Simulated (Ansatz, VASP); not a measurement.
InSb3: VASP beside Ansatz

The input INCAR:

```
SYSTEM = InSb3
PREC     = Accurate       ! precision mode
ENCUT    = 520            ! plane-wave cutoff, eV
EDIFF    = 1E-7           ! SCF threshold, eV
ISMEAR   = 0              ! smearing method
SIGMA    = 0.1            ! smearing width, eV
LREAL    = .FALSE.        ! projectors in reciprocal space
LASPH    = .TRUE.         ! aspherical terms in the spheres
NELM     = 60             ! most SCF steps
ALGO     = Normal         ! electronic algorithm
ISIF     = 2              ! what is computed and relaxed
LWAVE    = .FALSE.        ! write WAVECAR
LCHARG   = .TRUE.         ! write CHGCAR
GGA      = PE             ! functional
LELF     = .TRUE.         ! ELF
LVHAR    = .TRUE.       
NBANDS   = 22             ! bands
```

File KPOINTS:

```
regular mesh
0
G
  10 10 10
  0 0 0
```

POSCAR

```
InSb3
1.0
    0.0000000000      3.6736604777      3.6736604777
    3.7305788027      0.0000000000      3.6736604777
    3.7305788027      3.6736604777      0.0000000000
In Sb
1 3
Direct
    0.0000000000      0.0000000000      0.0000000000
    0.2500000000      0.2500000000      0.2500000000
    0.7500000000      0.7500000000      0.7500000000
    0.5000000000      0.5000000000      0.5000000000
```

Input for Ansatz:

```yaml
crystal:
  lattice:
    - [0.0, 3.6736604777, 3.6736604777]
    - [3.7305788027, 0.0, 3.6736604777]
    - [3.7305788027, 3.6736604777, 0.0]
  atoms:
    - { symbol: In, position: [0.0, 0.0, 0.0] }
    - { symbol: Sb, position: [0.25, 0.25, 0.25] }
    - { symbol: Sb, position: [0.75, 0.75, 0.75] }
    - { symbol: Sb, position: [0.5, 0.5, 0.5] }
basis:
  ecutwfc: 420
kpoints:
  mp_grid: { grid: [10, 10, 10] }
hamiltonian:
  xc: pbe
scf:
  occupations: { method: gaussian, width: 0.1 }
output:
  forces: true
  stress: true
  eigenvalues: true
  populations: true
```

Alike in both runs: task single point; functional PBE; k mesh 10 × 10 × 10; occupations gaussian, width 0.1 eV; no spin polarisation.

|  | VASP | Ansatz |
| --- | --- | --- |
| version | VASP 6.6.1 | Ansatz 0.2.0 |
| potentials or method | VASP PAW PBE potentials, release 64 (In_d, Sb), cutoff 520 eV | scalar-relativistic, plane waves, PAW |
| valence electrons in the cell | 28 | 58 |

```tsv
	VASP	Ansatz	Ansatz less VASP
gap on the k mesh at the Fermi level (eV)	none	none	-
pressure (GPa)	5.0	5.1	+0.09
traceless stress, the component that is largest in VASP (GPa)	-0.56	-0.55	+0.003
```

A gap of «none» marks a metal or a gap that the smearing closes. VASP's potentials hold 28 valence electrons a cell and Ansatz's 58, so a difference there can come from the potentials and not from the codes.

Spin-orbit coupling is off throughout.
